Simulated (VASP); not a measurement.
Write the native input for VASP 6.6.1 that does the following.

- Task: G0W0 quasiparticle levels
- Functional: PBE
- Potentials or basis: VASP PAW PBE potentials, release 64 (Al_GW, As_GW)
- Cutoff: 500 eV
- k mesh: 2 × 2 × 2
- Occupations: gaussian, width 0.01 eV
- Spin: no spin polarisation
- Dipole correction: no
- GW scheme: G0W0
- GW iterations: 1
- Cutoff of the response function: 200
- Frequency points: 48
- Empty bands: 1770
- Further INCAR settings: ALGO = EVGW0; EDIFF = 1e-08; NBANDS = 1774

Crystal: AlAs.

```
CELL_PARAMETERS angstrom
0.00000 2.83050 2.83050
2.83050 0.00000 2.83050
2.83050 2.83050 0.00000
ATOMIC_POSITIONS crystal
Al 0.00000 0.00000 0.00000
As 0.25000 0.25000 0.25000
```

One way to write it, as run:

POSCAR

```
AlAs
1.0
    0.0000000000      2.8305000000      2.8305000000
    2.8305000000      0.0000000000      2.8305000000
    2.8305000000      2.8305000000      0.0000000000
Al As
1 1
Direct
    0.0000000000      0.0000000000      0.0000000000
    0.2500000000      0.2500000000      0.2500000000
```

INCAR.step1

```
PREC = Accurate
ENCUT = 500
EDIFF = 1E-8
ISMEAR = 0
SIGMA = 0.01
LREAL = False
LASPH = True
NELM = 80
ALGO = Normal
LWAVE = True
LCHARG = False
GGA = PE
```

INCAR.step2

```
PREC = Accurate
ENCUT = 500
EDIFF = 1E-8
ISMEAR = 0
SIGMA = 0.01
LREAL = False
LASPH = True
NELM = 1
ALGO = Exact
LWAVE = True
LCHARG = False
GGA = PE
NBANDS = 1774
LOPTICS = True
ISTART = 1
```

INCAR.step3

```
PREC = Accurate
ENCUT = 500
EDIFF = 1E-8
ISMEAR = 0
SIGMA = 0.01
LREAL = False
LASPH = True
ALGO = EVGW0
LWAVE = False
LCHARG = False
GGA = PE
NELMGW = 1
NBANDS = 1774
ENCUTGW = 200
NOMEGA = 48
PRECFOCK = Fast
ISTART = 1
NBANDSGW = 12
```

KPOINTS

```
regular mesh
0
Gamma
  2 2 2
```

Potentials or basis: VASP PAW PBE potentials, release 64 (Al_GW, As_GW).

Run with:

```console
$ cat potpaw_PBE.64/Al_GW/POTCAR potpaw_PBE.64/As_GW/POTCAR > POTCAR
$ cp INCAR.step1 INCAR
$ mpirun -np 1 vasp_std > vasp.out
$ cp INCAR.step2 INCAR
$ mpirun -np 1 vasp_std > vasp.out
$ cp INCAR.step3 INCAR
$ mpirun -np 1 vasp_std > vasp.out
```

Results of the run:

- Quasiparticle gap: 1.83 eV
- Least direct quasiparticle gap: 3.08 eV
- Band gap of the starting levels on the mesh: 1.26 eV
- Least direct gap of the starting levels on the mesh: 2.01 eV

Caveat: the k points lie up to 0.96 Å⁻¹ apart, too coarse for converged energies, forces and pressures; bands, screening cutoff and mesh are small and nothing is extrapolated, so the quasiparticle values aren't converged.

It took 2.5 min on 1 thread of Intel(R) Xeon(R) Platinum 8259CL CPU @ 2.50GHz (Skylake/Cascade Lake), on a shared host, peak memory 0.54 GiB.
